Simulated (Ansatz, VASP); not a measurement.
One calculation of BAs, two programs

INCAR

```
PREC = Accurate
ENCUT = 500
EDIFF = 1E-6
ISMEAR = 0
SIGMA = 0.02
LREAL = False
LASPH = True
NELM = 120
ALGO = Normal
ISIF = 2
LWAVE = False
LCHARG = False
GGA = PE
NBANDS = 11
GGA_COMPAT = False
```

Contents of KPOINTS:

```
regular mesh
0
Gamma
  10 10 10
```

POSCAR

```
BAs
1.0
    0.0000000000      2.3299740894      2.3299740894
    2.3299740894      0.0000000000      2.3299740894
    2.3299740894      2.3299740894      0.0000000000
B As
1 1
Direct
    0.0000000000      0.0000000000      0.0000000000
    0.2500000000      0.2500000000      0.2500000000
```

Input for Ansatz:

```yaml
crystal:
  lattice:
    - [0.0, 2.3299740894, 2.3299740894]
    - [2.3299740894, 0.0, 2.3299740894]
    - [2.3299740894, 2.3299740894, 0.0]
  atoms:
    - { symbol: B, position: [0.0, 0.0, 0.0] }
    - { symbol: As, position: [0.25, 0.25, 0.25] }
basis: {}
kpoints:
  mp_grid: { grid: [10, 10, 10] }
hamiltonian:
  xc: pbe
  pseudopotentials: { kind: all_electron, lapw: {} }
scf:
  occupations: { method: gaussian, width: 0.02 }
output:
  forces: true
  stress: true
  eigenvalues: true
```

Alike in both runs: task single point; functional PBE; k mesh 10 × 10 × 10; occupations gaussian, width 0.02 eV; no spin polarisation.

|  | VASP | Ansatz |
| --- | --- | --- |
| version | VASP 6.6.1 | Ansatz 0.2.0 |
| potentials or method | VASP PAW PBE potentials, release 64 (B, As), cutoff 500 eV | scalar-relativistic, all-electron LAPW |

VASP gave:

```
gap on the k mesh at the Fermi level (eV) : 1.10
least direct gap on the mesh (eV)         : 3.37
pressure (GPa)                            : 16.0
```

Problem. Which values does Ansatz return?

Solution. gap on the k mesh at the Fermi level (eV): 1.11; least direct gap on the mesh (eV): 3.38; pressure (GPa): 15.0.

Ansatz ran all-electron here, and VASP with PAW potentials.
